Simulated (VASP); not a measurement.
TiO2 (Anatase), 6 atoms in the cell. Symmetry: I4_1/amd, No. 141, tetragonal system. Conventional cell: a = 3.770 Å, b = 3.770 Å, c = 9.552 Å, α = 90.00°, β = 90.00°, γ = 90.00°. Ti (site symmetry -4m2) has 6 O at 1.93 to 1.98 Å within 2.6 Å. Within 2.6 Å of O (site symmetry 2mm) lie 3 Ti at 1.93 to 1.98 Å and 2 O at 2.46 Å. 

| Quantity | Value |
| --- | --- |
| Program | VASP 6.6.1 |
| Task | single point |
| Functional | PBEsol |
| Potentials or basis | VASP PAW PBE potentials, release 64 (Ti_sv, O) |
| Cutoff | 520 eV |
| k mesh | 12 × 12 × 12 |
| Occupations | gaussian, width 0.01 eV |
| Spin | no spin polarisation |
| Dipole correction | no |
| Further INCAR settings | ALGO = Normal; EDIFF = 1e-07; NBANDS = 33 |

Potentials or basis: VASP PAW PBE potentials, release 64 (Ti_sv, O).

Run with:

```bash
$ cat potpaw_PBE.64/Ti_sv/POTCAR potpaw_PBE.64/O/POTCAR > POTCAR
$ mpirun -np 1 vasp_std > vasp.out
```

Hardware: 1 thread of Intel(R) Xeon(R) Platinum 8488C (Sapphire Rapids) (shared host).

**Question.** How long does it take, and how much memory?

**Answer.** Wall time 12 min on 1 thread of Intel(R) Xeon(R) Platinum 8488C (Sapphire Rapids), with other jobs on the host, peak memory 0.45 GiB. Counts: scf iterations 17, k points 163.
